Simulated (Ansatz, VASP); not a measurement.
BN: VASP beside Ansatz

INCAR

```
SYSTEM = BN
PREC = Accurate
ENCUT = 520
EDIFF = 1E-6
ISMEAR = 0
SIGMA = 0.05
LREAL = .False.
LASPH = .True.
NELM = 60
ALGO = Normal
ISIF = 2
LWAVE = .False.
LCHARG = .False.
NBANDS = 16
```

KPOINTS

```
Automatic mesh
0
Gamma
  12 12 4
  0 0 0
```

POSCAR

```
BN
1.0
    2.3487516621      0.0000000000      0.0000000000
   -1.1743758310      2.0340786065      0.0000000000
    0.0000000000      0.0000000000      6.5908320389
B N
2 2
Direct
    0.3333333333      0.6666666667      0.2500000000
    0.6666666667      0.3333333333      0.7500000000
    0.3333333333      0.6666666667      0.7500000000
    0.6666666667      0.3333333333      0.2500000000
```

Input for Ansatz:

```yaml
crystal:
  lattice:
    - [2.3487516621, 0.0, 0.0]
    - [-1.174375831, 2.0340786065, 0.0]
    - [0.0, 0.0, 6.5908320389]
  atoms:
    - { symbol: B, position: [0.3333333333, 0.6666666667, 0.25] }
    - { symbol: B, position: [0.6666666667, 0.3333333333, 0.75] }
    - { symbol: "N", position: [0.3333333333, 0.6666666667, 0.75] }
    - { symbol: "N", position: [0.6666666667, 0.3333333333, 0.25] }
basis:
  ecutwfc: 520.0
kpoints:
  mp_grid: { grid: [12, 12, 4] }
hamiltonian:
  xc: lda
  pseudopotentials: { kind: paw, azcp: { folder: soft_1 } }
scf:
  occupations: { method: gaussian, width: 0.05 }
output:
  forces: true
  stress: true
  eigenvalues: true
```

Alike in both runs: task single point; functional LDA; k mesh 12 × 12 × 4; occupations gaussian, width 0.05 eV; no spin polarisation.

```csv
,VASP,Ansatz
version,VASP 6.6.1,Ansatz 0.2.0
potentials or method,"VASP PAW LDA potentials, release 64 (B, N), cutoff 520 eV","scalar-relativistic, plane waves, PAW"
valence electrons in the cell,16,16
```

```tsv
	VASP	Ansatz	Ansatz less VASP
gap on the k mesh at the Fermi level (eV)	4.33	4.35	+0.016
least direct gap on the mesh (eV)	4.96	4.96	+0.006
```

Ansatz warns that its potentials were made for another functional, while VASP's fit it. LDA's correlation is that of Perdew and Zunger in VASP and of Perdew and Wang (1992) in Ansatz.
